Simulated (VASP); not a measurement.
A run of VASP 6.6.1:

Contents of INCAR:

```
ALGO = Normal ; EDIFF = 1E-6
ENCUT = 500 ; GGA_COMPAT = False
ISIF = 2 ; ISMEAR = -1
LASPH = True ; LCHARG = True
LELF = True ; LREAL = False
LVHAR = True ; LWAVE = False
NBANDS = 17 ; NELM = 120
PREC = Accurate ; SIGMA = 0.02
```

KPOINTS

```
k-points
0
Gamma
  5 5 5
```

File POSCAR:

```
PbSe
1.0
    0.0000000000      3.0606500000      3.0606500000
    3.0606500000      0.0000000000      3.0606500000
    3.0606500000      3.0606500000      0.0000000000
Pb Se
1 1
Direct
    0.0000000000      0.0000000000      0.0000000000
    0.5000000000      0.5000000000      0.5000000000
```

Potentials or basis: VASP PAW LDA potentials, release 64 (Pb_d, Se).

Run with:

```bash
$ cat potpaw_LDA.64/Pb_d/POTCAR potpaw_LDA.64/Se/POTCAR > POTCAR
$ mpirun -np 1 vasp_std > vasp.out
```

Hardware: 1 thread of AMD EPYC 7R13 Processor (Zen 3) (shared host).

**Question.** Estimate the wall time of this run.

**Answer.** Run time: 7.3 s on 1 thread of AMD EPYC 7R13 Processor (Zen 3) (shared host), peak memory 0.12 GiB. Counts: scf iterations 11, k points 10.
